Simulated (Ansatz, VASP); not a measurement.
# NaGeCl3 in VASP and in Ansatz

The input POSCAR:

```
NaGeCl3
1.0
    5.0610987130      0.0000000000      0.0000000000
    0.0000000000      5.0610987130      0.0000000000
    0.0000000000      0.0000000000      5.0610987130
Na Ge Cl
1 1 3
Direct
    0.0000000000      0.0000000000      0.0000000000
    0.5000000000      0.5000000000      0.5000000000
    0.5000000000      0.5000000000      0.0000000000
    0.5000000000      0.0000000000      0.5000000000
    0.0000000000      0.5000000000      0.5000000000
```

The input INCAR.step1:

```
PREC = Accurate ; ENCUT = 520
ISMEAR = 0 ; SIGMA = 0.01
LREAL = F ; LASPH = T
NELM = 60 ; NBANDS = 29
GGA = PE ; ALGO = Normal
EDIFF = 1E-4 ; LWAVE = T
LCHARG = F
```

INCAR.step2

```
PREC = Accurate ; ENCUT = 520
EDIFF = 1E-6 ; ISMEAR = 0
SIGMA = 0.01 ; LREAL = F
LASPH = T ; NELM = 60
ALGO = Normal ; ISIF = 2
LWAVE = F ; LCHARG = T
METAGGA = R2SCAN ; LMIXTAU = T
LELF = T ; LVHAR = T
NBANDS = 29 ; ISTART = 1
```

The input KPOINTS:

```
Automatic mesh
0
Gamma
  6 6 6
```

Input for Ansatz:

```yaml
crystal:
  lattice:
    - [5.061098713, 0.0, 0.0]
    - [0.0, 5.061098713, 0.0]
    - [0.0, 0.0, 5.061098713]
  atoms:
    - { symbol: Na, position: [0.0, 0.0, 0.0] }
    - { symbol: Ge, position: [0.5, 0.5, 0.5] }
    - { symbol: Cl, position: [0.5, 0.5, 0.0] }
    - { symbol: Cl, position: [0.5, 0.0, 0.5] }
    - { symbol: Cl, position: [0.0, 0.5, 0.5] }
kpoints:
  mp_grid: { grid: [6, 6, 6] }
  band_path:
    path: [[0.0, 0.0, 0.0], [0.0, 0.5, 0.0], [0.5, 0.5, 0.0], [0.5, 0.5, 0.5]]
    npoints: 1
hamiltonian:
  xc: r2scan
scf:
  occupations: { method: fixed }
  n_extra_bands: 5
output:
  forces: true
  stress: true
  eigenvalues: true
```

Change from the starting cell: hydrostatic strain -2.5%.

Alike in both runs: task single point; functional r2SCAN; k mesh 6 × 6 × 6; no spin polarisation.

|  | VASP | Ansatz |
| --- | --- | --- |
| version | VASP 6.6.1 | Ansatz 0.2.0 |
| potentials or method | VASP PAW PBE potentials, release 64 (Na_pv, Ge_d, Cl) | plane waves, PAW |
| plane-wave cutoff (eV) | 520 | 500 |
| occupations | gaussian, width 0.01 eV | fixed |
| valence electrons in the cell | 42 | 44 |

|  | VASP | Ansatz | Ansatz less VASP |
| --- | --- | --- | --- |
| gap on the k mesh at the Fermi level (eV) | 0.28 | 0.26 | -0.018 |
| pressure (GPa) | 2.1 | 2.2 | +0.14 |

VASP's potentials were made for PBE, not for r2SCAN. VASP's potentials hold 42 valence electrons a cell and Ansatz's 44, so a difference there can come from the potentials and not from the codes.
